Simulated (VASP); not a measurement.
# GaSb (I-4m2) in VASP: further runs

GaSb is run at these levels: LDA; tasks: single point.

Program: VASP 6.6.1. These are calculated values, not measurements. Logs are shortened: lines on timing, memory, paths and dates and some standing lists are left out, and cuts for length are marked.

### 1 The cell of the first run

The structure is tetragonal, space group I-4m2 (No. 119). The conventional cell has a = 5.004 Å, b = 5.004 Å, c = 2.708 Å, α = 90.00°, β = 90.00°, γ = 90.00°. Within 3.4 Å of Ga (site symmetry -4m2) lie 8 Sb at 2.59 to 3.22 Å and 2 Ga at 2.71 Å. Within 3.4 Å of Sb (site symmetry -4m2) lie 8 Ga at 2.59 to 3.22 Å and 2 Sb at 2.71 Å.

### 2 Single point, LDA

Input file INCAR:

```
SYSTEM = GaSb
PREC = Accurate ; ENCUT = 520
EDIFF = 1E-7 ; ISMEAR = 0
SIGMA = 0.15 ; LREAL = .FALSE.
LASPH = .TRUE. ; NELM = 60
ALGO = Normal ; ISIF = 2
LWAVE = .FALSE. ; LCHARG = .FALSE.
GGA = CA ; NBANDS = 16
```

Input file KPOINTS:

```
Automatic mesh
0
G
  16 16 16
  0 0 0
```

Input file POSCAR:

```
GaSb
1.0
   -2.5020000000      2.5020000000      1.3540000000
    2.5020000000     -2.5020000000      1.3540000000
    2.5020000000      2.5020000000     -1.3540000000
Ga Sb
1 1
Direct
    0.2500000000      0.7500000000      0.5000000000
    0.0000000000      0.0000000000      0.0000000000
```

Potentials or basis: VASP PAW LDA potentials, release 64 (Ga_d, Sb).

Launch:

```bash
cat potpaw_LDA.64/Ga_d/POTCAR potpaw_LDA.64/Sb/POTCAR > POTCAR
mpirun -np 1 vasp_std > vasp.out
```

OUTCAR:

```text
SYSTEM = GaSb
   PREC = Accurate
   ENCUT = 520
   EDIFF = 1E-7
   ISMEAR = 0
   LREAL = .FALSE.
   LASPH = .TRUE.
   NELM = 60
   ISIF = 2
   GGA = CA

 ion  position               nearest neighbor table
   1  0.250  0.750  0.500-   2 2.59   2 2.59   2 2.59   2 2.59   2 3.22   2 3.22   2 3.22   2 3.22

   2  0.000  0.000  0.000-   1 2.59   1 2.59   1 2.59   1 2.59   1 3.22   1 3.22   1 3.22   1 3.22

  LATTYP: Found a body centered tetragonal cell.
 ALAT       =     5.0040000000
 C/A-ratio  =     0.5411670663

  Lattice vectors:

 A1 = (  -2.5020000000,   2.5020000000,   1.3540000000)
 A2 = (   2.5020000000,  -2.5020000000,   1.3540000000)
 A3 = (   2.5020000000,   2.5020000000,  -1.3540000000)

Analysis of symmetry for initial positions (statically):
=====================================================================
 Subroutine PRICEL returns:
 Original cell was already a primitive cell.

 Routine SETGRP: Setting up the symmetry group for a
 body centered tetragonal supercell.

 Subroutine GETGRP returns: Found  8 space group operations
 (whereof  8 operations were pure point group operations)
 out of a pool of 16 trial point group operations.

The static configuration has the point symmetry D_2d.

Analysis of symmetry for dynamics (positions and initial velocities):
=====================================================================
 Subroutine PRICEL returns:
 Original cell was already a primitive cell.

 Routine SETGRP: Setting up the symmetry group for a
 body centered tetragonal supercell.

 Subroutine GETGRP returns: Found  8 space group operations
 (whereof  8 operations were pure point group operations)
 out of a pool of 16 trial point group operations.

The dynamic configuration has the point symmetry D_2d.

 Subroutine INISYM returns: Found  8 space group operations
 (whereof  8 operations are pure point group operations),
 and found     1 'primitive' translations

----------------------------------------------------------------------------------------

                                     Primitive cell

  volume of cell :      33.9042

  direct lattice vectors                    reciprocal lattice vectors
    -2.502000000  2.502000000  1.354000000     0.000000000  0.199840128  0.369276219
     2.502000000 -2.502000000  1.354000000     0.199840128  0.000000000  0.369276219
     2.502000000  2.502000000 -1.354000000     0.199840128  0.199840128  0.000000000

  length of vectors
     3.788578097  3.788578097  3.788578097     0.419882129  0.419882129  0.282616619

  position of ions in fractional coordinates (direct lattice)
     0.250000000  0.750000000  0.500000000
     0.000000000  0.000000000  0.000000000

  ion indices of the primitive-cell ions
   primitive index   ion index
                 1           1
                 2           2

----------------------------------------------------------------------------------------

 KPOINTS: Automatic mesh

Automatic generation of k-mesh.
 Grid dimensions read from file:
 generate k-points for:   16   16   16

 Generating k-lattice:

  Cartesian coordinates                     Fractional coordinates (reciprocal lattice)
     0.000000000  0.012490008  0.023079764     0.062500000  0.000000000  0.000000000
     0.012490008  0.000000000  0.023079764     0.000000000  0.062500000  0.000000000
     0.012490008  0.012490008  0.000000000     0.000000000  0.000000000  0.062500000

  Length of vectors
     0.026242633  0.026242633  0.017663539

  Shift w.r.t. Gamma in fractional coordinates (k-lattice)
     0.000000000  0.000000000  0.000000000

 Subroutine IBZKPT returns following result:
 ===========================================

 Found    349 irreducible k-points:

 Following reciprocal coordinates:
            Coordinates               Weight
  0.000000  0.000000  0.000000      1.000000
  0.062500  0.000000  0.000000      8.000000
  0.125000  0.000000  0.000000      8.000000
  0.187500 -0.000000  0.000000      8.000000
  0.250000  0.000000  0.000000      8.000000
  0.312500  0.000000  0.000000      8.000000
[... 16 lines left out ...]
 -0.125000  0.062500  0.000000     16.000000
 -0.062500  0.062500  0.000000      4.000000
 [... further k-points ...]
   k-points           NKPTS =    349   k-points in BZ     NKDIM =    349   number of bands    NBANDS=     16
   number of dos      NEDOS =    301   number of ions     NIONS =      2
   total plane-waves  NPLWV =  21952
   dimension x,y,z NGX =    28 NGY =   28 NGZ =   28
   dimension x,y,z NGXF=    56 NGYF=   56 NGZF=   56
   ions per type =               1   1
   NGX,Y,Z   is equivalent  to a cutoff of  12.29, 12.29, 12.29 a.u.
   NGXF,Y,Z  is equivalent  to a cutoff of  24.57, 24.57, 24.57 a.u.
 SYSTEM =  GaSb
   PREC   = accura    normal or accurate (medium, high low for compatibility)
   ISTART =      0    job   : 0-new  1-cont  2-samecut
   ICHARG =      2    charge: 1-file 2-atom 10-const
   ISPIN  =      1    spin polarized calculation?
   LNONCOLLINEAR =      F non collinear calculations
   LSORBIT =      F    spin-orbit coupling
   LASPH  =      T    aspherical Exc in radial PAW
   ENCUT  =  520.0 eV  38.22 Ry    6.18 a.u.   7.04  7.04  7.04*2*pi/ulx,y,z
   NELM   =     60;   NELMIN=  2; NELMDL= -5     # of ELM steps
   EDIFF  = 0.1E-06   stopping-criterion for ELM
   LREAL  =      F    real-space projection
   EDIFFG = 0.1E-05   stopping-criterion for IOM
   NSW    =      0    number of steps for IOM
   IBRION =     -1    ionic relax: 0-MD 1-quasi-New 2-CG
   NFREE  =      0    steps in history (QN), initial steepest desc. (CG)
   ISIF   =      2    stress and relaxation
   ISYM   =      2    0-nonsym 1-usesym 2-fastsym
   POTIM  = 0.5000    time-step for ionic-motion
   TEBEG  =    0.0;   TEEND  =   0.0 temperature during run
   PSTRESS=    0.0 pullay stress
   NELECT =      18.0000    total number of electrons
   NUPDOWN=      -1.0000    fix difference up-down
   EMIN   =  10.00;   EMAX   =-10.00  energy-range for DOS
   EFERMI =   0.00;   METHOD = LEGACY
   ISMEAR =     0;   SIGMA  =   0.15  broadening in eV -4-tet -1-fermi 0-gaus
   EFERMI_NEDOS =   21; number of points for ismear=-14 and -15
   IALGO  =     38    algorithm
   IMIX   =      4    mixing-type and parameters
     AMIX     =   0.40;   BMIX     =  1.00
     AMIX_MAG =   1.60;   BMIX_MAG =  1.00
  volume/ion in A,a.u.               =      16.95       114.40
  Fermi-wavevector in a.u.,A,eV,Ry     =   1.325606  2.505033 23.908596  1.757232
  Thomas-Fermi vector in A             =   2.455055
   LORBIT       =      0    0 simple, 1 ext, 2 COOP (PROOUT), +10 PAW based schemes
   GGA     = CA    functional components
   LHFCALC =     F    Hartree Fock is set to
   AEXX    =    0.0000 exact exchange contribution
   IVDW    =     0    specifies the selected vdW correction
   LEPSILON=     F    determine dielectric tensor
   LRPA    =     F    only Hartree local field effects (RPA)
 non-spin polarized calculation
 Gauss-broadening in eV      SIGMA  =   0.15
  energy-cutoff  :      520.00
  volume of cell :       33.90
 maximum number of plane-waves:       937
   NGX = 15   NGY = 15   NGZ = 15

 number of electron      18.0000014 magnetization

 Free energy of the ion-electron system (eV)
  ---------------------------------------------------
  ext. energy  EPLUGINS =         0.00000000
  ---------------------------------------------------
  free energy    TOTEN  =        -7.45443117 eV

  energy without entropy =       -7.44731558  energy(sigma->0) =       -7.45087338

 E-fermi :  11.2278     XC(G=0): -12.1553

 val. band max:       11.2258233980   @ k =  -0.3750  -0.4375   0.2500
 cond. band min:      11.2308322869   @ k =   0.3750   0.1875   0.0000
 fundamental gap:      0.0050088888
 Fermi energy:        11.2277899356

 k-point     1 :       0.0000    0.0000    0.0000
  band No.  band energies     occupation
      1      -4.6499      2.00000
      2      -4.4078      2.00000
      3      -4.3951      2.00000
      4      -4.2371      2.00000
      5      -4.2371      2.00000
      6      -3.9752      2.00000
[... 8 lines left out ...]
     15      22.7010      0.00000
     16      22.9433      0.00000

 k-point     2 :       0.0625    0.0000    0.0000
  band No.  band energies     occupation
      1      -4.6300      2.00000
      2      -4.4051      2.00000
      3      -4.3969      2.00000
      4      -4.2460      2.00000
      5      -4.2456      2.00000
      6      -3.8692      2.00000
[... 8 lines left out ...]
     15      22.3866      0.00000
     16      22.6624      0.00000

 k-point     3 :       0.1250    0.0000    0.0000
  band No.  band energies     occupation
      1      -4.5770      2.00000
      2      -4.4012      2.00000
      3      -4.3974      2.00000
      4      -4.2714      2.00000
      5      -4.2693      2.00000
      6      -3.5470      2.00000
[... 8 lines left out ...]
     15      21.3708      0.00000
     16      21.4166      0.00000

 k-point     4 :       0.1875   -0.0000    0.0000
  band No.  band energies     occupation
      1      -4.5045      2.00000
      2      -4.4064      2.00000
      3      -4.3871      2.00000
      4      -4.3068      2.00000
      5      -4.3035      2.00000
      6      -3.0041      2.00000
[... 8 lines left out ...]
     15      20.3766      0.00000
     16      21.4097      0.00000

 k-point     5 :       0.2500    0.0000    0.0000
  band No.  band energies     occupation
      1      -4.4459      2.00000
      2      -4.3989      2.00000
      3      -4.3824      2.00000
      4      -4.3357      2.00000
      5      -4.3357      2.00000
      6      -2.2399      2.00000
[... 8 lines left out ...]
     15      19.5781      0.00000
     16      22.0603      0.00000

 k-point     6 :       0.3125    0.0000    0.0000
  band No.  band energies     occupation
      1      -4.4509      2.00000
      2      -4.4047      2.00000
      3      -4.3916      2.00000
      4      -4.3403      2.00000
      5      -4.2996      2.00000
      6      -1.2570      2.00000
[... 8 lines left out ...]
     15      19.0018      0.00000
     16      22.9872      0.00000

 k-point     7 :       0.3750   -0.0000    0.0000
  band No.  band energies     occupation
      1      -4.4726      2.00000
      2      -4.4364      2.00000
      3      -4.4029      2.00000
      4      -4.3310      2.00000
      5      -4.2324      2.00000
      6      -0.0615      2.00000
[... 8 lines left out ...]
     15      19.4199      0.00000
     16      24.0714      0.00000

 k-point     8 :       0.4375   -0.0000    0.0000
  band No.  band energies     occupation
      1      -4.4907      2.00000
      2      -4.4590      2.00000
      3      -4.4092      2.00000
      4      -4.3232      2.00000
      5      -4.1845      2.00000
      6       1.3226      2.00000
[... 8 lines left out ...]
     15      21.1488      0.00000
     16      24.1182      0.00000

 k-point     9 :       0.5000    0.0000    0.0000
  band No.  band energies     occupation
      1      -4.4974      2.00000
      2      -4.4670      2.00000
      3      -4.4111      2.00000
      4      -4.3203      2.00000
      5      -4.1674      2.00000
      6       2.4958      2.00000
[... 8 lines left out ...]
     15      22.8278      0.00000
     16      23.1076      0.00000
[... 172 lines left out ...]
 k-point    19 :      -0.3750    0.0625   -0.0000
  band No.  band energies     occupation
      1      -4.4614      2.00000
      2      -4.4073      2.00000
      3      -4.3907      2.00000
      4      -4.3359      2.00000
      5      -4.2915      2.00000
      6      -0.9868      2.00000
[... 8 lines left out ...]
     15      19.6116      0.00000
     16      22.6617      0.00000

 k-point    20 :      -0.3125    0.0625    0.0000
  band No.  band energies     occupation
      1      -4.4532      2.00000
      2      -4.3981      2.00000
      3      -4.3823      2.00000
      4      -4.3352      2.00000
      5      -4.3288      2.00000
      6      -2.0136      2.00000
[... 8 lines left out ...]
     15      20.1683      0.00000
     16      21.7878      0.00000

 k-point    21 :      -0.2500    0.0625   -0.0000
  band No.  band energies     occupation
      1      -4.4963      2.00000
      2      -4.4158      2.00000
      3      -4.3847      2.00000
      4      -4.3075      2.00000
      5      -4.3013      2.00000
      6      -2.8246      2.00000
[... 8 lines left out ...]
     15      20.8374      0.00000
     16      21.3340      0.00000

 k-point    22 :      -0.1875    0.0625   -0.0000
  band No.  band energies     occupation
      1      -4.5654      2.00000
      2      -4.4099      2.00000
      3      -4.3947      2.00000
      4      -4.2731      2.00000
      5      -4.2679      2.00000
      6      -3.4159      2.00000
[... 8 lines left out ...]
     15      21.3416      0.00000
     16      22.0460      0.00000

 k-point    23 :      -0.1250    0.0625    0.0000
  band No.  band energies     occupation
      1      -4.6187      2.00000
      2      -4.4032      2.00000
      3      -4.4025      2.00000
      4      -4.2475      2.00000
      5      -4.2443      2.00000
      6      -3.7858      2.00000
[... 8 lines left out ...]
     15      22.5751      0.00000
     16      23.0437      0.00000

 k-point    24 :      -0.0625    0.0625    0.0000
  band No.  band energies     occupation
      1      -4.6431      2.00000
      2      -4.4067      2.00000
      3      -4.3980      2.00000
      4      -4.2379      2.00000
      5      -4.2363      2.00000
      6      -3.9350      2.00000
[... 8 lines left out ...]
     15      22.7637      0.00000
     16      23.0052      0.00000

 [... further k-points ...]

------------------------ aborting loop because EDIFF is reached ----------------------------------------

  FORCE on cell =-STRESS in cart. coord.  units (eV):
  Direction    XX          YY          ZZ          XY          YZ          ZX
  --------------------------------------------------------------------------------------
  -------------------------------------------------------------------------------------
  Total        6.7818520      6.7818520      8.8159827      0.0000000      0.0000000      0.0000000
  in kB      320.4834635    320.4834635    416.6084226      0.0000000      0.0000000      0.0000000
  external PRESSURE =     352.5251165 kB  Pullay stress =       0.0000000 kB

 VOLUME and BASIS-vectors are now :
 -----------------------------------------------------------------------------
  energy-cutoff  :      520.00
  volume of cell :       33.90
      direct lattice vectors                 reciprocal lattice vectors
    -2.502000000  2.502000000  1.354000000     0.000000000  0.199840128  0.369276219
     2.502000000 -2.502000000  1.354000000     0.199840128  0.000000000  0.369276219
     2.502000000  2.502000000 -1.354000000     0.199840128  0.199840128  0.000000000

 POSITION                                       TOTAL-FORCE (eV/Angst)
 -----------------------------------------------------------------------------------
      2.50200      0.00000      0.67700        -0.000000     -0.000000      0.000000
      0.00000      0.00000      0.00000         0.000000      0.000000     -0.000000
 -----------------------------------------------------------------------------------
    total drift:                               -0.000000      0.000000      0.000000

  FREE ENERGIE OF THE ION-ELECTRON SYSTEM (eV)
  ---------------------------------------------------
  free  energy   TOTEN  =        -7.4544311714 eV

  energy  without entropy=       -7.4473155817  energy(sigma->0) =       -7.45087338
```

It took 2.5 min on 1 thread of Intel Xeon 6975P-C, shared host; peak memory 0.31 GiB.

What came out:

| Property | Result |
| --- | --- |
| Free energy | -7.4544 eV |
| Pressure | 35.3 GPa |
| Band gap on the k mesh | zero (band 9 reaches 13.34 eV, above the bottom of band 10 at 6.78 eV) |

Caveat: spin-orbit coupling is left out, which moves the levels of the heavy elements.

### 3 Single point, LDA

This run uses another cell than the first one, of 17.72 Å³/atom, 1.045 times its volume.

Input file INCAR:

```
PREC = Accurate ; ENCUT = 520
EDIFF = 1E-6 ; ISMEAR = 0
SIGMA = 0.15 ; LREAL = False
LASPH = True ; NELM = 100
ALGO = Normal ; ISIF = 2
LWAVE = False ; LCHARG = False
GGA = CA ; NBANDS = 16
```

Input file KPOINTS:

```
Automatic mesh
0
Gamma
  16 16 16
```

Input file POSCAR:

```
GaSb
1.0
   -2.5020000000      2.5020000000      1.4155500000
    2.5020000000     -2.5020000000      1.4155500000
    2.5020000000      2.5020000000     -1.4155500000
Ga Sb
1 1
Direct
    0.2500000000      0.7500000000      0.5000000000
    0.0000000000      0.0000000000      0.0000000000
```

Potentials or basis: VASP PAW LDA potentials, release 64 (Ga_d, Sb).

Launch:

```bash
cat potpaw_LDA.64/Ga_d/POTCAR potpaw_LDA.64/Sb/POTCAR > POTCAR
mpirun -np 1 vasp_std > vasp.out
```

Run time: 2.2 min. Hardware: 1 thread of Intel Xeon 6975P-C, shared host; peak memory 0.31 GiB.

Results (log left out):

```
Free energy            : -7.7780 eV
Pressure               : 26.3 GPa
Band gap on the k mesh : zero (band 9 reaches 12.84 eV, above the bottom of band 10 at 6.27 eV)
```

Stress tensor (GPa, compression positive):
```
26.26  0.00  0.00
 0.00 26.26  0.00
 0.00  0.00 26.40
```

Levels at points of the mesh, in eV from the Fermi level:
```tsv
k point	band 6	band 7	band 8	band 9	band 10	band 11	band 12	band 13
(0.00, 0.00, 0.00)	-14.67	-2.89	-2.89	-2.27	2.74	7.51	8.66	8.66
(0.50, 0.00, 0.00)	-8.94	-7.40	-2.81	-2.15	-1.54	1.89	3.97	6.39
(0.50, 0.50, 0.00)	-12.54	-10.30	-0.13	1.61	2.64	2.74	6.22	7.66
(0.50, 0.50, 0.50)	-10.36	-7.11	-7.11	-7.10	4.76	5.92	13.52	13.52
```

Caveat: spin-orbit coupling is left out, which moves the levels of the heavy elements.

### 4 Single point, LDA

This run uses another cell than the first one, of 17.81 Å³/atom, 1.051 times its volume.

Input file INCAR:

```
SYSTEM = GaSb
PREC = Accurate ; ENCUT = 520
EDIFF = 1E-6 ; ISMEAR = 0
SIGMA = 0.15 ; LREAL = .False.
LASPH = .True. ; NELM = 100
ALGO = Normal ; ISIF = 2
LWAVE = .False. ; LCHARG = .False.
GGA = CA ; NBANDS = 16
```

Input file KPOINTS:

```
Automatic mesh
0
Gamma
  16 16 16
  0 0 0
```

Input file POSCAR:

```
GaSb
1.0
   -2.5647500000      2.5647500000      1.3540000000
    2.5647500000     -2.5647500000      1.3540000000
    2.5647500000      2.5647500000     -1.3540000000
Ga Sb
1 1
Direct
    0.2500000000      0.7500000000      0.5000000000
    0.0000000000      0.0000000000      0.0000000000
```

Launch:

```bash
cat potpaw_LDA.64/Ga_d/POTCAR potpaw_LDA.64/Sb/POTCAR > POTCAR
mpirun -np 1 vasp_std > vasp.out
```

Run time: 2.9 min. Hardware: 1 thread of Intel Xeon 6975P-C, shared host; peak memory 0.32 GiB.

It converged, with:

| Quantity | Value |
| --- | --- |
| Free energy | -7.7418 eV |
| Pressure | 26.1 GPa |
| Band gap on the k mesh | zero (band 9 reaches 12.22 eV, above the bottom of band 10 at 6.34 eV) |

Stress tensor (GPa, compression positive):
```
21.70  0.00  0.00
 0.00 21.70  0.00
 0.00  0.00 34.87
```

Levels at points of the mesh, in eV from the Fermi level:
```tsv
k point	band 6	band 7	band 8	band 9	band 10	band 11	band 12	band 13
(0.00, 0.00, 0.00)	-14.74	-3.33	-3.33	-3.25	2.39	7.81	7.81	8.81
(0.50, 0.00, 0.00)	-8.40	-7.27	-2.95	-1.80	-1.60	1.99	3.81	6.16
(0.50, 0.50, 0.00)	-12.82	-10.37	-0.76	1.15	1.88	1.92	7.61	9.12
(0.50, 0.50, 0.50)	-10.92	-7.45	-7.21	-7.21	6.38	7.50	12.15	12.15
```

Caveat: spin-orbit coupling is left out, which moves the levels of the heavy elements.

### 5 Overview

```csv
cell,gap on the mesh (eV),pressure (GPa)
"a = 3.789 Å, angles 97.3, 97.3, 138.1°, 2 atoms",none,35.3
"a = 3.811 Å, angles 97.9, 97.9, 136.4°, 2 atoms",none,26.3
"a = 3.872 Å, angles 97.0, 97.0, 139.1°, 2 atoms",none,26.1
```

Alike in all rows: task single point; level LDA; potentials or basis VASP PAW LDA potentials, release 64 (Ga_d, Sb); no spin polarisation; k mesh 16 × 16 × 16; cutoff (eV) 520; smearing gaussian 0.15 eV.

Caveats: spin-orbit coupling is left out, which moves the levels of the heavy elements.

Total energies depend on the potentials used, so only differences within one code and one set of settings carry meaning.
